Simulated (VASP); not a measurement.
# MgO (P6_3/mmc) in VASP: a series of runs

MgO is run at these levels: PBE; tasks: single point.

All numbers are computed with VASP 6.6.1; they aren't measurements. Logs are shortened: lines on timing, memory, paths and dates and some standing lists are left out, and cuts for length are marked.

## (1) The cell of the first run

It takes space group P6_3/mmc (No. 194, hexagonal). The conventional cell has a = 3.434 Å, b = 3.434 Å, c = 4.115 Å, α = 90.00°, β = 90.00°, γ = 120.00°. Within 2.6 Å of Mg (site symmetry -6m2) lie 5 O at 1.98 to 2.06 Å. O (site symmetry -6m2) has 5 Mg at 1.98 to 2.06 Å within 2.6 Å.

## (2) Single point, PBE (strain -0.015 along x and y, -0.015 along z)

Contents of INCAR:

```
SYSTEM = MgO
PREC = Accurate
ENCUT = 520
EDIFF = 1E-7
ISMEAR = 0
SIGMA = 0.05
LREAL = .FALSE.
LASPH = .TRUE.
NELM = 60
ALGO = Normal
ISIF = 2
LWAVE = .FALSE.
LCHARG = .FALSE.
GGA = PE
NBANDS = 16
```

Contents of KPOINTS:

```
Automatic mesh
0
G
  6 6 6
  0 0 0
```

Contents of POSCAR:

```
MgO
1.0
    3.4340821948      0.0000000000      0.0000000000
   -1.7170410974      2.9740024193      0.0000000000
    0.0000000000      0.0000000000      4.1153706017
Mg O
2 2
Direct
    0.6666666667      0.3333333333      0.7500000000
    0.3333333333      0.6666666667      0.2500000000
    0.6666666667      0.3333333333      0.2500000000
    0.3333333333      0.6666666667      0.7500000000
```

Potentials or basis: VASP PAW PBE potentials, release 64 (Mg, O).

Started as:

```sh
> cat potpaw_PBE.64/Mg/POTCAR potpaw_PBE.64/O/POTCAR > POTCAR
> mpirun -np 1 vasp_std > vasp.out
```

OUTCAR:

```text
SYSTEM = MgO
   PREC = Accurate
   ENCUT = 520
   EDIFF = 1E-7
   ISMEAR = 0
   LREAL = .FALSE.
   LASPH = .TRUE.
   NELM = 60
   ISIF = 2
   GGA = PE

 ion  position               nearest neighbor table
   1  0.667  0.333  0.750-   4 1.98   4 1.98   4 1.98   3 2.06   3 2.06   2 2.86   2 2.86   2 2.86
                             2 2.86   2 2.86   2 2.86
   2  0.333  0.667  0.250-   3 1.98   3 1.98   3 1.98   4 2.06   4 2.06   1 2.86   1 2.86   1 2.86
                             1 2.86   1 2.86   1 2.86
   3  0.667  0.333  0.250-   2 1.98   2 1.98   2 1.98   1 2.06   1 2.06
   4  0.333  0.667  0.750-   1 1.98   1 1.98   1 1.98   2 2.06   2 2.06

  LATTYP: Found a hexagonal cell.
 ALAT       =     3.4340821948
 C/A-ratio  =     1.1983902447

  Lattice vectors:

 A1 = (   3.4340821948,   0.0000000000,   0.0000000000)
 A2 = (  -1.7170410974,   2.9740024193,   0.0000000000)
 A3 = (   0.0000000000,   0.0000000000,   4.1153706017)

Analysis of symmetry for initial positions (statically):
=====================================================================
 Subroutine PRICEL returns:
 Original cell was already a primitive cell.

 Routine SETGRP: Setting up the symmetry group for a
 hexagonal supercell.

 Subroutine GETGRP returns: Found 24 space group operations
 (whereof 12 operations were pure point group operations)
 out of a pool of 24 trial point group operations.

The static configuration has the point symmetry D_3d.
 The point group associated with its full space group is D_6h.

Analysis of symmetry for dynamics (positions and initial velocities):
=====================================================================
 Subroutine PRICEL returns:
 Original cell was already a primitive cell.

 Routine SETGRP: Setting up the symmetry group for a
 hexagonal supercell.

 Subroutine GETGRP returns: Found 24 space group operations
 (whereof 12 operations were pure point group operations)
 out of a pool of 24 trial point group operations.

The dynamic configuration has the point symmetry D_3d.
 The point group associated with its full space group is D_6h.

 Subroutine INISYM returns: Found 24 space group operations
 (whereof 12 operations are pure point group operations),
 and found     1 'primitive' translations

----------------------------------------------------------------------------------------

                                     Primitive cell

  volume of cell :      42.0302

  direct lattice vectors                    reciprocal lattice vectors
     3.434082195  0.000000000  0.000000000     0.291198621  0.168123602  0.000000000
    -1.717041097  2.974002419  0.000000000     0.000000000  0.336247205  0.000000000
     0.000000000  0.000000000  4.115370602     0.000000000  0.000000000  0.242991482

  length of vectors
     3.434082195  3.434082195  4.115370602     0.336247205  0.336247205  0.242991482

  position of ions in fractional coordinates (direct lattice)
     0.666666667  0.333333333  0.750000000
     0.333333333  0.666666667  0.250000000
     0.666666667  0.333333333  0.250000000
     0.333333333  0.666666667  0.750000000

  ion indices of the primitive-cell ions
   primitive index   ion index
                 1           1
                 2           2
                 3           3
                 4           4

----------------------------------------------------------------------------------------

 KPOINTS: Automatic mesh

Automatic generation of k-mesh.
 Grid dimensions read from file:
 generate k-points for:    6    6    6

 Generating k-lattice:

  Cartesian coordinates                     Fractional coordinates (reciprocal lattice)
     0.048533104  0.028020600  0.000000000     0.166666667 -0.000000000  0.000000000
     0.000000000  0.056041201  0.000000000     0.000000000  0.166666667  0.000000000
     0.000000000  0.000000000  0.040498580     0.000000000  0.000000000  0.166666667

  Length of vectors
     0.056041201  0.056041201  0.040498580

  Shift w.r.t. Gamma in fractional coordinates (k-lattice)
     0.000000000  0.000000000  0.000000000

 Subroutine IBZKPT returns following result:
 ===========================================

 Found     28 irreducible k-points:

 Following reciprocal coordinates:
            Coordinates               Weight
  0.000000  0.000000  0.000000      1.000000
  0.166667 -0.000000  0.000000      6.000000
  0.333333  0.000000  0.000000      6.000000
  0.500000 -0.000000  0.000000      3.000000
  0.166667  0.166667  0.000000      6.000000
  0.333333  0.166667  0.000000     12.000000
[... 16 lines left out ...]
  0.166667 -0.000000  0.500000      6.000000
  0.333333  0.000000  0.500000      6.000000
 [... further k-points ...]
   k-points           NKPTS =     28   k-points in BZ     NKDIM =     28   number of bands    NBANDS=     16
   number of dos      NEDOS =    301   number of ions     NIONS =      4
   total plane-waves  NPLWV =  25088
   dimension x,y,z NGX =    28 NGY =   28 NGZ =   32
   dimension x,y,z NGXF=    56 NGYF=   56 NGZF=   64
   ions per type =               2   2
   NGX,Y,Z   is equivalent  to a cutoff of  13.55, 13.55, 12.93 a.u.
   NGXF,Y,Z  is equivalent  to a cutoff of  27.11, 27.11, 25.85 a.u.
 SYSTEM =  MgO
   PREC   = accura    normal or accurate (medium, high low for compatibility)
   ISTART =      0    job   : 0-new  1-cont  2-samecut
   ICHARG =      2    charge: 1-file 2-atom 10-const
   ISPIN  =      1    spin polarized calculation?
   LNONCOLLINEAR =      F non collinear calculations
   LSORBIT =      F    spin-orbit coupling
   LASPH  =      T    aspherical Exc in radial PAW
   ENCUT  =  520.0 eV  38.22 Ry    6.18 a.u.   6.39  6.39  7.65*2*pi/ulx,y,z
   NELM   =     60;   NELMIN=  2; NELMDL= -5     # of ELM steps
   EDIFF  = 0.1E-06   stopping-criterion for ELM
   LREAL  =      F    real-space projection
   EDIFFG = 0.1E-05   stopping-criterion for IOM
   NSW    =      0    number of steps for IOM
   IBRION =     -1    ionic relax: 0-MD 1-quasi-New 2-CG
   NFREE  =      0    steps in history (QN), initial steepest desc. (CG)
   ISIF   =      2    stress and relaxation
   ISYM   =      2    0-nonsym 1-usesym 2-fastsym
   POTIM  = 0.5000    time-step for ionic-motion
   TEBEG  =    0.0;   TEEND  =   0.0 temperature during run
   PSTRESS=    0.0 pullay stress
   NELECT =      16.0000    total number of electrons
   NUPDOWN=      -1.0000    fix difference up-down
   EMIN   =  10.00;   EMAX   =-10.00  energy-range for DOS
   EFERMI =   0.00;   METHOD = LEGACY
   ISMEAR =     0;   SIGMA  =   0.05  broadening in eV -4-tet -1-fermi 0-gaus
   EFERMI_NEDOS =   21; number of points for ismear=-14 and -15
   IALGO  =     38    algorithm
   IMIX   =      4    mixing-type and parameters
     AMIX     =   0.40;   BMIX     =  1.00
     AMIX_MAG =   1.60;   BMIX_MAG =  1.00
  volume/ion in A,a.u.               =      10.51        70.91
  Fermi-wavevector in a.u.,A,eV,Ry     =   1.186482  2.242126 19.153461  1.407740
  Thomas-Fermi vector in A             =   2.322654
   LORBIT       =      0    0 simple, 1 ext, 2 COOP (PROOUT), +10 PAW based schemes
   GGA     = PE    functional components
   LHFCALC =     F    Hartree Fock is set to
   AEXX    =    0.0000 exact exchange contribution
   IVDW    =     0    specifies the selected vdW correction
   LEPSILON=     F    determine dielectric tensor
   LRPA    =     F    only Hartree local field effects (RPA)
 non-spin polarized calculation
 Gauss-broadening in eV      SIGMA  =   0.05
  energy-cutoff  :      520.00
  volume of cell :       42.03
 maximum number of plane-waves:      1148
 NGX is ok and might be reduce to    28
   NGX = 13   NGY = 13   NGZ = 15

 number of electron      16.0000009 magnetization

 Free energy of the ion-electron system (eV)
  ---------------------------------------------------
  ext. energy  EPLUGINS =         0.00000000
  ---------------------------------------------------
  free energy    TOTEN  =       -23.56427699 eV

  energy without entropy =      -23.56427699  energy(sigma->0) =      -23.56427699

 E-fermi :   2.5939     XC(G=0): -10.2772

 val. band max:        2.3151314322   @ k =   0.0000   0.0000   0.0000
 cond. band min:       5.9877772434   @ k =   0.0000   0.0000   0.0000
 fundamental gap:      3.6726458112
 Fermi energy:         2.5939329718

 k-point     1 :       0.0000    0.0000    0.0000
  band No.  band energies     occupation
      1     -14.8329      2.00000
      2     -13.3120      2.00000
      3      -1.4935      2.00000
      4       0.4867      2.00000
      5       0.4867      2.00000
      6       1.4492      2.00000
[... 8 lines left out ...]
     15      18.1943      0.00000
     16      18.4919      0.00000

 k-point     2 :       0.1667   -0.0000    0.0000
  band No.  band energies     occupation
      1     -14.6878      2.00000
      2     -13.3384      2.00000
      3      -1.2716      2.00000
      4       0.0249      2.00000
      5       0.2863      2.00000
      6       0.9137      2.00000
[... 8 lines left out ...]
     15      17.4398      0.00000
     16      17.4581      0.00000

 k-point     3 :       0.3333    0.0000    0.0000
  band No.  band energies     occupation
      1     -14.3338      2.00000
      2     -13.4498      2.00000
      3      -0.9680      2.00000
      4      -0.6800      2.00000
      5      -0.0160      2.00000
      6       0.4371      2.00000
[... 8 lines left out ...]
     15      16.8434      0.00000
     16      17.4437      0.00000
[... 362 lines left out ...]
 k-point    23 :       0.1667   -0.0000    0.5000
  band No.  band energies     occupation
      1     -14.0003      2.00000
      2     -14.0003      2.00000
      3      -0.7132      2.00000
      4      -0.7132      2.00000
      5       0.8813      2.00000
      6       0.8813      2.00000
[... 8 lines left out ...]
     15      18.3837      0.00000
     16      18.3837      0.00000

 k-point    24 :       0.3333    0.0000    0.5000
  band No.  band energies     occupation
      1     -13.8404      2.00000
      2     -13.8404      2.00000
      3      -1.4347      2.00000
      4      -1.4347      2.00000
      5       0.7564      2.00000
      6       0.7564      2.00000
[... 8 lines left out ...]
     15      17.6975      0.00000
     16      17.6975      0.00000

 [... further k-points ...]

------------------------ aborting loop because EDIFF is reached ----------------------------------------

  FORCE on cell =-STRESS in cart. coord.  units (eV):
  Direction    XX          YY          ZZ          XY          YZ          ZX
  --------------------------------------------------------------------------------------
  -------------------------------------------------------------------------------------
  Total        2.7894140      2.7894140      3.1907398      0.0000000      0.0000000      0.0000000
  in kB      106.3316637    106.3316637    121.6300881      0.0000000      0.0000000      0.0000000
  external PRESSURE =     111.4311385 kB  Pullay stress =       0.0000000 kB

 VOLUME and BASIS-vectors are now :
 -----------------------------------------------------------------------------
  energy-cutoff  :      520.00
  volume of cell :       42.03
      direct lattice vectors                 reciprocal lattice vectors
     3.434082195  0.000000000  0.000000000     0.291198621  0.168123602  0.000000000
    -1.717041097  2.974002419  0.000000000     0.000000000  0.336247205  0.000000000
     0.000000000  0.000000000  4.115370602     0.000000000  0.000000000  0.242991482

 POSITION                                       TOTAL-FORCE (eV/Angst)
 -----------------------------------------------------------------------------------
      1.71704      0.99133      3.08653         0.000000     -0.000000      0.000000
     -0.00000      1.98267      1.02884        -0.000000      0.000000      0.000000
      1.71704      0.99133      1.02884        -0.000000     -0.000000      0.000000
     -0.00000      1.98267      3.08653         0.000000      0.000000      0.000000
 -----------------------------------------------------------------------------------
    total drift:                               -0.000000      0.000000     -0.000000

  FREE ENERGIE OF THE ION-ELECTRON SYSTEM (eV)
  ---------------------------------------------------
  free  energy   TOTEN  =       -23.5642769866 eV

  energy  without entropy=      -23.5642769866  energy(sigma->0) =      -23.56427699
```

Run time: 23 s. Hardware: 1 thread of AMD EPYC 7R13 (Zen 3), shared host; peak memory 0.14 GiB.

What came out:

```yaml
Free_energy: -23.5643 eV
Pressure: 11.1 GPa
Band_gap_on_the_k_mesh: 3.67 eV, direct
```

Stress tensor (GPa, compression positive):
```
10.63  0.00  0.00
 0.00 10.63  0.00
 0.00  0.00 12.16
```

Caveat: the cell differs from its parent crystal (strain -0.015 along x and y, -0.015 along z).

## (3) Single point, PBE (strain -0.030 along x and y, +0.030 along z)

Contents of INCAR:

```
SYSTEM = MgO
PREC = Accurate ; ENCUT = 520
EDIFF = 1E-6 ; ISMEAR = 0
SIGMA = 0.05 ; LREAL = .FALSE.
LASPH = .TRUE. ; NELM = 100
ALGO = Normal ; ISIF = 2
LWAVE = .FALSE. ; LCHARG = .TRUE.
GGA = PE ; LELF = .TRUE.
LVHAR = .TRUE. ; NBANDS = 16
```

Contents of KPOINTS:

```
regular mesh
0
G
  6 6 6
  0 0 0
```

Contents of POSCAR:

```
MgO
1.0
    3.3817865268      0.0000000000      0.0000000000
   -1.6908932634      2.9287130424      0.0000000000
    0.0000000000      0.0000000000      4.3033824566
Mg O
2 2
Direct
    0.6666666667      0.3333333333      0.7500000000
    0.3333333333      0.6666666667      0.2500000000
    0.6666666667      0.3333333333      0.2500000000
    0.3333333333      0.6666666667      0.7500000000
```

Potentials or basis: VASP PAW PBE potentials, release 64 (Mg, O).

Started as:

```sh
> cat potpaw_PBE.64/Mg/POTCAR potpaw_PBE.64/O/POTCAR > POTCAR
> mpirun -np 1 vasp_std > vasp.out
```

OUTCAR:

```text
SYSTEM = MgO
   PREC = Accurate
   ENCUT = 520
   EDIFF = 1E-6
   ISMEAR = 0
   LREAL = .FALSE.
   LASPH = .TRUE.
   NELM = 100
   ISIF = 2
   GGA = PE

 ion  position               nearest neighbor table
   1  0.667  0.333  0.750-   4 1.95   4 1.95   4 1.95   3 2.15   3 2.15   2 2.91   2 2.91   2 2.91
                             2 2.91   2 2.91   2 2.91
   2  0.333  0.667  0.250-   3 1.95   3 1.95   3 1.95   4 2.15   4 2.15   1 2.91   1 2.91   1 2.91
                             1 2.91   1 2.91   1 2.91
   3  0.667  0.333  0.250-   2 1.95   2 1.95   2 1.95   1 2.15   1 2.15
   4  0.333  0.667  0.750-   1 1.95   1 1.95   1 1.95   2 2.15   2 2.15

  LATTYP: Found a hexagonal cell.
 ALAT       =     3.3817865268
 C/A-ratio  =     1.2725174763

  Lattice vectors:

 A1 = (   3.3817865268,   0.0000000000,   0.0000000000)
 A2 = (  -1.6908932634,   2.9287130424,   0.0000000000)
 A3 = (   0.0000000000,   0.0000000000,   4.3033824566)

Analysis of symmetry for initial positions (statically):
=====================================================================
 Subroutine PRICEL returns:
 Original cell was already a primitive cell.

 Routine SETGRP: Setting up the symmetry group for a
 hexagonal supercell.

 Subroutine GETGRP returns: Found 24 space group operations
 (whereof 12 operations were pure point group operations)
 out of a pool of 24 trial point group operations.

The static configuration has the point symmetry D_3d.
 The point group associated with its full space group is D_6h.

Analysis of symmetry for dynamics (positions and initial velocities):
=====================================================================
 Subroutine PRICEL returns:
 Original cell was already a primitive cell.

 Routine SETGRP: Setting up the symmetry group for a
 hexagonal supercell.

 Subroutine GETGRP returns: Found 24 space group operations
 (whereof 12 operations were pure point group operations)
 out of a pool of 24 trial point group operations.

The dynamic configuration has the point symmetry D_3d.
 The point group associated with its full space group is D_6h.
[... 126 lines left out ...]
  Thomas-Fermi vector in A             =   2.317248
   LORBIT       =      0    0 simple, 1 ext, 2 COOP (PROOUT), +10 PAW based schemes
   GGA     = PE    functional components
   LHFCALC =     F    Hartree Fock is set to
   AEXX    =    0.0000 exact exchange contribution
   IVDW    =     0    specifies the selected vdW correction
   LEPSILON=     F    determine dielectric tensor
   LRPA    =     F    only Hartree local field effects (RPA)
 non-spin polarized calculation
 Gauss-broadening in eV      SIGMA  =   0.05
  energy-cutoff  :      520.00
  volume of cell :       42.62
 maximum number of plane-waves:      1162
 NGX is ok and might be reduce to    28
   NGX = 13   NGY = 13   NGZ = 17

 number of electron      15.9999996 magnetization

 Free energy of the ion-electron system (eV)
  ---------------------------------------------------
  ext. energy  EPLUGINS =         0.00000000
  ---------------------------------------------------
  free energy    TOTEN  =       -23.54844137 eV

  energy without entropy =      -23.54844137  energy(sigma->0) =      -23.54844137

 E-fermi :   2.6052     XC(G=0): -10.2267

 val. band max:        2.3002232599   @ k =   0.0000   0.0000   0.0000
 cond. band min:       5.8425549840   @ k =   0.0000   0.0000   0.0000
 fundamental gap:      3.5423317241
 Fermi energy:         2.6052256537

 k-point     1 :       0.0000    0.0000    0.0000
  band No.  band energies     occupation
      1     -14.8373      2.00000
      2     -13.4653      2.00000
      3      -1.6411      2.00000
      4       0.5280      2.00000
      5       0.5280      2.00000
      6       1.3196      2.00000
[... 433 lines left out ...]
      3      -1.4299      2.00000
      4      -1.4299      2.00000
      5       0.7186      2.00000
      6       0.7186      2.00000
[... 8 lines left out ...]
     15      16.8524      0.00000
     16      16.8524      0.00000

 [... further k-points ...]

------------------------ aborting loop because EDIFF is reached ----------------------------------------

  FORCE on cell =-STRESS in cart. coord.  units (eV):
  Direction    XX          YY          ZZ          XY          YZ          ZX
  --------------------------------------------------------------------------------------
  -------------------------------------------------------------------------------------
  Total        3.4759343      3.4759343      0.5502059      0.0000000     -0.0000000      0.0000000
  in kB      130.6619670    130.6619670     20.6824921      0.0000000     -0.0000000      0.0000000
  external PRESSURE =      94.0021420 kB  Pullay stress =       0.0000000 kB

 VOLUME and BASIS-vectors are now :
 -----------------------------------------------------------------------------
  energy-cutoff  :      520.00
  volume of cell :       42.62
      direct lattice vectors                 reciprocal lattice vectors
     3.381786527  0.000000000  0.000000000     0.295701693  0.170723452  0.000000000
    -1.690893263  2.928713042  0.000000000     0.000000000  0.341446904  0.000000000
     0.000000000  0.000000000  4.303382457     0.000000000  0.000000000  0.232375349

 POSITION                                       TOTAL-FORCE (eV/Angst)
 -----------------------------------------------------------------------------------
      1.69089      0.97624      3.22754         0.000000     -0.000000     -0.000000
     -0.00000      1.95248      1.07585        -0.000000      0.000000     -0.000000
      1.69089      0.97624      1.07585        -0.000000      0.000000      0.000000
     -0.00000      1.95248      3.22754         0.000000     -0.000000      0.000000
 -----------------------------------------------------------------------------------
    total drift:                               -0.000000      0.000000     -0.000000

  FREE ENERGIE OF THE ION-ELECTRON SYSTEM (eV)
  ---------------------------------------------------
  free  energy   TOTEN  =       -23.5484413743 eV

  energy  without entropy=      -23.5484413743  energy(sigma->0) =      -23.54844137
```

Wall time 21 s (1 thread of AMD EPYC 7R13 (Zen 3), shared host); peak memory 0.14 GiB.

Results:

| Property | Result |
| --- | --- |
| Free energy | -23.5484 eV |
| Pressure | 9.4 GPa |
| Band gap on the k mesh | 3.54 eV, direct |

Caveat: the cell differs from its parent crystal (strain -0.030 along x and y, +0.030 along z).

(Continued in part 2 of 2.)
